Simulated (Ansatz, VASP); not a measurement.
## Two plane-wave programs on HgTe

```
CELL_PARAMETERS angstrom
0.00000 3.07712 3.07712
3.07712 0.00000 3.07712
3.07712 3.07712 0.00000
ATOMIC_POSITIONS crystal
Hg 0.00000 0.00000 0.00000
Te 0.52437 0.47563 0.47563
```

Alike in both runs: task single point; functional PBE; k mesh 8 × 8 × 8; occupations gaussian, width 0.15 eV; no spin polarisation.

```csv
,VASP,Ansatz
version,VASP 6.6.1,Ansatz 0.2.0
potentials or method,"VASP PAW PBE potentials, release 64 (Hg, Te), cutoff 500 eV","scalar-relativistic, plane waves, PAW"
valence electrons in the cell,18,36
```

|  | VASP | Ansatz | Ansatz less VASP |
| --- | --- | --- | --- |
| gap on the k mesh at the Fermi level (eV) | none | none | - |
| pressure (GPa) | 0.3 | 0.2 | -0.10 |
| traceless stress, the component that is largest in VASP (GPa) | 0.79 | 0.78 | -0.009 |
| rms of the force components (eV/Å) | 0.150 | 0.147 | -0.0027 |

Atom by atom the forces differ by 0.003 eV/Å (rms over components). A gap of «none» marks a metal or a gap that the smearing closes. VASP's potentials hold 18 valence electrons a cell and Ansatz's 36, so a difference there can come from the potentials and not from the codes.

Neither program's run includes spin-orbit coupling.
